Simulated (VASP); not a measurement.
Set up this calculation in VASP 6.6.1, as the native input.

- Task: relaxation of cell and atoms
- Functional: PBE
- Potentials or basis: VASP PAW PBE potentials, release 64 (Sr_sv)
- Cutoff: 600 eV
- k mesh: 11 × 11 × 3
- Occupations: fermi-dirac, width 0.08 eV
- Spin: no spin polarisation
- Target pressure: 24 GPa
- Dipole correction: no
- Further INCAR settings: ALGO = Normal; EDIFF = 1e-07; IBRION = 2; EDIFFG = -0.005; NSW = 60; ISIF = 3

The structure of Sr lies in POSCAR:

```
Sr
1.0
    3.3647370349      0.0000000000      0.0000000000
   -1.6823685174      2.9139477493      0.0000000000
    0.0000000000      0.0000000000     10.9353953634
Sr
4
Direct
    0.0000000000      0.0000000000      0.0000000000
    0.0000000000      0.0000000000      0.5000000000
    0.3333333333      0.6666666667      0.2500000000
    0.6666666667      0.3333333333      0.7500000000
```

This isn't the form of Sr at room conditions, which is fcc.

These files were run (other wordings do the same):

INCAR

```
ALGO = Normal ; EDIFF = 1E-7
EDIFFG = -0.005 ; ENCUT = 600
GGA = PE ; IBRION = 2
ISIF = 3 ; ISMEAR = -1
LASPH = T ; LCHARG = F
LREAL = F ; LWAVE = F
NELM = 60 ; NSW = 60
PREC = Accurate ; PSTRESS = 240.0
SIGMA = 0.08
```

KPOINTS

```
k-points
0
Gamma
  11 11 3
```

Potentials or basis: VASP PAW PBE potentials, release 64 (Sr_sv).

The run is started by

```console
$ cat potpaw_PBE.64/Sr_sv/POTCAR > POTCAR
$ mpirun -np 1 vasp_std > vasp.out
```

Results of the run:

```
Relaxed volume                                             : 26.67 Å³/atom
Relaxed cell                                               : a = 3.355 Å, b = 3.355 Å, c = 10.942 Å, α = 90.00°, β = 90.00°, γ = 120.00°
Space group after relaxing (to 0.1 Å)                      : P6_3/mmc (No. 194)
Energy change on relaxing (the run minimises the enthalpy) : +19.9 meV/atom
Ionic steps                                                : 5
Pressure after relaxing                                    : 24.0 GPa
Band gap on the k mesh                                     : zero (bands 20 and 21 overlap by 0.72 eV)
```

Caveat: the cell is relaxed towards a set pressure, so the run minimises the enthalpy, not the energy.

Run time: 10 min on 1 thread of Oxide Virtual Turin-like Processor, with other jobs on the host, peak memory 0.27 GiB.
